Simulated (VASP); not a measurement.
# ZnS (P1) in VASP: notebook

The runs below take ZnS through single point, with PBEsol.

All numbers are computed with VASP 6.6.1; they aren't measurements. Logs are shortened: lines on timing, memory, paths and dates and some standing lists are left out, and cuts for length are marked.

## (1) The cell of the first run

The typed cell holds 4 atoms: a = 3.811 Å, b = 3.811 Å, c = 6.234 Å, α = 90.00°, β = 90.00°, γ = 120.00°.

## (2) Single point, PBEsol

The input, INCAR:

```
SYSTEM = ZnS
ALGO = Normal
EDIFF = 1E-6
ENCUT = 520
GGA = PS
ISIF = 2
ISMEAR = 0
LASPH = .TRUE.
LCHARG = .FALSE.
LREAL = .FALSE.
LWAVE = .FALSE.
NBANDS = 26
NELM = 60
PREC = Accurate
SIGMA = 0.01
```

The input, KPOINTS:

```
k-points
0
G
  6 6 2
  0 0 0
```

The input, POSCAR:

```
ZnS
1.0
    3.8110000000      0.0000000000      0.0000000000
   -1.9055000000      3.3004200000      0.0000000000
    0.0000000000      0.0000000000      6.2340000000
Zn S
2 2
Direct
    0.3284000000      0.6450400000      0.9935283574
    0.6863200000      0.3269600000      0.5040000000
    0.3363300000      0.7101100000      0.3884900000
    0.6780800000      0.3268100000      0.8820700000
```

Potentials or basis: VASP PAW PBE potentials, release 64 (Zn, S).

Command:

```
cat potpaw_PBE.64/Zn/POTCAR potpaw_PBE.64/S/POTCAR > POTCAR
mpirun -np 1 vasp_std > vasp.out
```

OUTCAR:

```text
SYSTEM = ZnS
   EDIFF = 1E-6
   ENCUT = 520
   GGA = PS
   ISIF = 2
   ISMEAR = 0
   LASPH = .TRUE.
   LREAL = .FALSE.
   NELM = 60
   PREC = Accurate

 ion  position               nearest neighbor table
   1  0.328  0.645  0.994-   4 2.26   4 2.31   4 2.36   3 2.47
   2  0.686  0.327  0.504-   3 2.17   3 2.27   4 2.36   3 2.53
   3  0.336  0.710  0.388-   2 2.17   2 2.27   1 2.47   2 2.53
   4  0.678  0.327  0.882-   1 2.26   1 2.31   1 2.36   2 2.36

  LATTYP: Found a hexagonal cell.
 ALAT       =     3.8110000000
 C/A-ratio  =     1.6357911309

  Lattice vectors:

 A1 = (   3.8110000000,   0.0000000000,   0.0000000000)
 A2 = (  -1.9055000000,   3.3004200000,   0.0000000000)
 A3 = (   0.0000000000,   0.0000000000,   6.2340000000)

Analysis of symmetry for initial positions (statically):
=====================================================================
 Subroutine PRICEL returns:
 Original cell was already a primitive cell.

 Routine SETGRP: Setting up the symmetry group for a
 hexagonal supercell.

 Subroutine GETGRP returns: Found  1 space group operations
 (whereof  1 operations were pure point group operations)
 out of a pool of 24 trial point group operations.

The static configuration has the point symmetry C_1 .

Analysis of symmetry for dynamics (positions and initial velocities):
=====================================================================
 Subroutine PRICEL returns:
 Original cell was already a primitive cell.

 Routine SETGRP: Setting up the symmetry group for a
 hexagonal supercell.

 Subroutine GETGRP returns: Found  1 space group operations
 (whereof  1 operations were pure point group operations)
 out of a pool of 24 trial point group operations.

The dynamic configuration has the point symmetry C_1 .

 Subroutine INISYM returns: Found  1 space group operations
 (whereof  1 operations are pure point group operations),
 and found     1 'primitive' translations

----------------------------------------------------------------------------------------

                                     Primitive cell

  volume of cell :      78.4106

  direct lattice vectors                    reciprocal lattice vectors
     3.811000000  0.000000000  0.000000000     0.262398321  0.151495870  0.000000000
    -1.905500000  3.300420000  0.000000000     0.000000000  0.302991740  0.000000000
     0.000000000  0.000000000  6.234000000     0.000000000  0.000000000  0.160410651

  length of vectors
     3.811000000  3.810997563  6.234000000     0.302991547  0.302991740  0.160410651

  position of ions in fractional coordinates (direct lattice)
     0.328400000  0.645040000  0.993528357
     0.686320000  0.326960000  0.504000000
     0.336330000  0.710110000  0.388490000
     0.678080000  0.326810000  0.882070000

  ion indices of the primitive-cell ions
   primitive index   ion index
                 1           1
                 2           2
                 3           3
                 4           4

----------------------------------------------------------------------------------------

 KPOINTS: k-points

Automatic generation of k-mesh.
 Grid dimensions read from file:
 generate k-points for:    6    6    2

 Generating k-lattice:

  Cartesian coordinates                     Fractional coordinates (reciprocal lattice)
     0.043733053  0.025249312  0.000000000     0.166666667  0.000000000  0.000000000
     0.000000000  0.050498623  0.000000000     0.000000000  0.166666667  0.000000000
     0.000000000  0.000000000  0.080205326     0.000000000  0.000000000  0.500000000

  Length of vectors
     0.050498591  0.050498623  0.080205326

  Shift w.r.t. Gamma in fractional coordinates (k-lattice)
     0.000000000  0.000000000  0.000000000

 Subroutine IBZKPT returns following result:
 ===========================================

 Found     40 irreducible k-points:

 Following reciprocal coordinates:
            Coordinates               Weight
  0.000000  0.000000  0.000000      1.000000
  0.166667  0.000000  0.000000      2.000000
  0.000000  0.166667  0.000000      2.000000
 -0.166667  0.166667  0.000000      2.000000
  0.333333  0.000000  0.000000      2.000000
  0.000000  0.333333  0.000000      2.000000
[... 16 lines left out ...]
  0.000000  0.166667  0.500000      2.000000
 -0.166667  0.166667  0.500000      2.000000
 [... further k-points ...]
   k-points           NKPTS =     40   k-points in BZ     NKDIM =     40   number of bands    NBANDS=     26
   number of dos      NEDOS =    301   number of ions     NIONS =      4
   total plane-waves  NPLWV =  37632
   dimension x,y,z NGX =    28 NGY =   28 NGZ =   48
   dimension x,y,z NGXF=    56 NGYF=   56 NGZF=   96
   ions per type =               2   2
   NGX,Y,Z   is equivalent  to a cutoff of  12.21, 12.21, 12.80 a.u.
   NGXF,Y,Z  is equivalent  to a cutoff of  24.43, 24.43, 25.60 a.u.
 SYSTEM =  ZnS
   PREC   = accura    normal or accurate (medium, high low for compatibility)
   ISTART =      0    job   : 0-new  1-cont  2-samecut
   ICHARG =      2    charge: 1-file 2-atom 10-const
   ISPIN  =      1    spin polarized calculation?
   LNONCOLLINEAR =      F non collinear calculations
   LSORBIT =      F    spin-orbit coupling
   LASPH  =      T    aspherical Exc in radial PAW
   ENCUT  =  520.0 eV  38.22 Ry    6.18 a.u.   7.09  7.09 11.59*2*pi/ulx,y,z
   NELM   =     60;   NELMIN=  2; NELMDL= -5     # of ELM steps
   EDIFF  = 0.1E-05   stopping-criterion for ELM
   LREAL  =      F    real-space projection
   EDIFFG = 0.1E-04   stopping-criterion for IOM
   NSW    =      0    number of steps for IOM
   IBRION =     -1    ionic relax: 0-MD 1-quasi-New 2-CG
   NFREE  =      0    steps in history (QN), initial steepest desc. (CG)
   ISIF   =      2    stress and relaxation
   ISYM   =      2    0-nonsym 1-usesym 2-fastsym
   POTIM  = 0.5000    time-step for ionic-motion
   TEBEG  =    0.0;   TEEND  =   0.0 temperature during run
   PSTRESS=    0.0 pullay stress
   NELECT =      36.0000    total number of electrons
   NUPDOWN=      -1.0000    fix difference up-down
   EMIN   =  10.00;   EMAX   =-10.00  energy-range for DOS
   EFERMI =   0.00;   METHOD = LEGACY
   ISMEAR =     0;   SIGMA  =   0.01  broadening in eV -4-tet -1-fermi 0-gaus
   EFERMI_NEDOS =   21; number of points for ismear=-14 and -15
   IALGO  =     38    algorithm
   IMIX   =      4    mixing-type and parameters
     AMIX     =   0.40;   BMIX     =  1.00
     AMIX_MAG =   1.60;   BMIX_MAG =  1.00
  volume/ion in A,a.u.               =      19.60       132.29
  Fermi-wavevector in a.u.,A,eV,Ry     =   1.262944  2.386618 21.701659  1.595027
  Thomas-Fermi vector in A             =   2.396326
   LORBIT       =      0    0 simple, 1 ext, 2 COOP (PROOUT), +10 PAW based schemes
   GGA     = PS    functional components
   LHFCALC =     F    Hartree Fock is set to
   AEXX    =    0.0000 exact exchange contribution
   IVDW    =     0    specifies the selected vdW correction
   LEPSILON=     F    determine dielectric tensor
   LRPA    =     F    only Hartree local field effects (RPA)
 non-spin polarized calculation
 Gauss-broadening in eV      SIGMA  =   0.01
  energy-cutoff  :      520.00
  volume of cell :       78.41
 maximum number of plane-waves:      2133
   NGX = 15   NGY = 15   NGZ = 23

 number of electron      36.0000007 magnetization

 Free energy of the ion-electron system (eV)
  ---------------------------------------------------
  ext. energy  EPLUGINS =         0.00000000
  ---------------------------------------------------
  free energy    TOTEN  =       -14.94395333 eV

  energy without entropy =      -14.94395333  energy(sigma->0) =      -14.94395333

 E-fermi :   2.2152     XC(G=0):  -9.8676

 val. band max:        2.1387066511   @ k =   0.0000   0.0000   0.0000
 cond. band min:       4.1770268699   @ k =   0.0000   0.0000   0.0000
 fundamental gap:      2.0383202188
 Fermi energy:         2.2151536968

 k-point     1 :       0.0000    0.0000    0.0000
  band No.  band energies     occupation
      1     -11.1876      2.00000
      2     -10.2251      2.00000
      3      -4.4683      2.00000
      4      -4.4127      2.00000
      5      -4.3669      2.00000
      6      -4.3319      2.00000
[... 18 lines left out ...]
     25      10.0980      0.00000
     26      11.1375      0.00000

 k-point     2 :       0.1667    0.0000    0.0000
  band No.  band energies     occupation
      1     -10.9975      2.00000
      2     -10.1146      2.00000
      3      -4.4763      2.00000
      4      -4.3940      2.00000
      5      -4.3183      2.00000
      6      -4.2790      2.00000
[... 18 lines left out ...]
     25      10.1727      0.00000
     26      10.5967      0.00000

 k-point     3 :       0.0000    0.1667    0.0000
  band No.  band energies     occupation
      1     -10.9974      2.00000
      2     -10.1167      2.00000
      3      -4.4746      2.00000
      4      -4.3805      2.00000
      5      -4.3501      2.00000
      6      -4.2794      2.00000
[... 18 lines left out ...]
     25      10.3140      0.00000
     26      10.5022      0.00000

 k-point     4 :      -0.1667    0.1667    0.0000
  band No.  band energies     occupation
      1     -11.0089      2.00000
      2     -10.1192      2.00000
      3      -4.4418      2.00000
      4      -4.4075      2.00000
      5      -4.3343      2.00000
      6      -4.3063      2.00000
[... 18 lines left out ...]
     25      10.0892      0.00000
     26      10.7783      0.00000
[... 496 lines left out ...]
      1     -10.7046      2.00000
      2     -10.4683      2.00000
      3      -4.4743      2.00000
      4      -4.4366      2.00000
      5      -4.3226      2.00000
      6      -4.2993      2.00000
[... 18 lines left out ...]
     25       9.4893      0.00000
     26       9.9463      0.00000

 k-point    23 :       0.0000    0.1667    0.5000
  band No.  band energies     occupation
      1     -10.7088      2.00000
      2     -10.4652      2.00000
      3      -4.4825      2.00000
      4      -4.3994      2.00000
      5      -4.3694      2.00000
      6      -4.2975      2.00000
[... 18 lines left out ...]
     25       9.5616      0.00000
     26       9.7604      0.00000

 k-point    24 :      -0.1667    0.1667    0.5000
  band No.  band energies     occupation
      1     -10.7086      2.00000
      2     -10.4826      2.00000
      3      -4.4499      2.00000
      4      -4.4151      2.00000
      5      -4.3455      2.00000
      6      -4.3139      2.00000
[... 18 lines left out ...]
     25       9.4880      0.00000
     26       9.9840      0.00000

 [... further k-points ...]
[... 5 lines left out ...]
  --------------------------------------------------------------------------------------
  -------------------------------------------------------------------------------------
  Total       -0.4090169      1.3484164     -0.9340986      0.9980006      0.8020799     -0.0795125
  in kB       -8.3575089     27.5524129    -19.0865896     20.3923112     16.3890295     -1.6246920
  external PRESSURE =       0.0361048 kB  Pullay stress =       0.0000000 kB

 VOLUME and BASIS-vectors are now :
 -----------------------------------------------------------------------------
  energy-cutoff  :      520.00
  volume of cell :       78.41
      direct lattice vectors                 reciprocal lattice vectors
     3.811000000  0.000000000  0.000000000     0.262398321  0.151495870  0.000000000
    -1.905500000  3.300420000  0.000000000     0.000000000  0.302991740  0.000000000
     0.000000000  0.000000000  6.234000000     0.000000000  0.000000000  0.160410651

 POSITION                                       TOTAL-FORCE (eV/Angst)
 -----------------------------------------------------------------------------------
      0.02241      2.12890      6.19366         0.216217      0.406151      0.616238
      1.99254      1.07911      3.14194        -0.509593      1.151824      0.327899
     -0.07136      2.34366      2.42185         0.595275     -1.322561     -0.860658
      1.96143      1.07861      5.49882        -0.301899     -0.235414     -0.083479
 -----------------------------------------------------------------------------------
    total drift:                               -0.002521     -0.000993      0.001329

  FREE ENERGIE OF THE ION-ELECTRON SYSTEM (eV)
  ---------------------------------------------------
  free  energy   TOTEN  =       -14.9439533329 eV

  energy  without entropy=      -14.9439533329  energy(sigma->0) =      -14.94395333
```

It took 32 s on 1 thread of AMD EPYC 9R45 (Zen 5), shared host; peak memory 0.19 GiB.

Results:

| Quantity | Value |
| --- | --- |
| Free energy | -14.9440 eV |
| Pressure | 0.0 GPa |
| Largest force | 1.686 eV/Å |
| Band gap on the k mesh | 2.04 eV |

Forces in eV/Å, atoms in the order of the input:
```
Zn   0.216  0.406  0.616
Zn  -0.510  1.152  0.328
S    0.595 -1.323 -0.861
S   -0.302 -0.235 -0.083
```

Levels at points of the mesh, in eV from the valence-band top:
```
           k point  band 14  band 15  band 16  band 17  band 18  band 19  band 20  band 21  band 22  band 23
(0.00, 0.00, 0.00)    -1.17    -0.80    -0.17    -0.03     0.00     2.04     2.85     6.08     6.22     6.40
(0.50, 0.00, 0.00)    -4.43    -3.21    -2.27    -1.78    -0.99     3.47     4.12     4.99     6.85     7.40
(0.00, 0.50, 0.00)    -4.51    -3.13    -2.33    -1.86    -1.03     3.38     4.31     5.41     6.80     7.13
(0.50, 0.50, 0.00)    -4.02    -3.42    -2.39    -1.34    -1.06     3.26     3.82     4.49     6.95     7.64
(0.00, 0.00, 0.50)    -2.72    -0.84    -0.69    -0.51    -0.16     3.22     3.44     6.14     6.29     6.50
(0.50, 0.00, 0.50)    -5.03    -1.97    -1.72    -1.65    -1.29     3.30     3.46     4.88     4.99     8.83
(0.00, 0.50, 0.50)    -5.00    -1.91    -1.71    -1.59    -1.33     3.11     3.50     4.77     5.18     8.77
(0.50, 0.50, 0.50)    -4.61    -1.97    -1.79    -1.68    -1.50     3.35     3.66     4.66     5.06     8.73
```

Caveat: the k points lie up to 0.50 Å⁻¹ apart; the PAW data sets were made with another functional, which shifts forces and pressure a little. PBEsol gaps usually lie below the measured ones, often by a third to a half.

(Continued in part 2 of 2.)
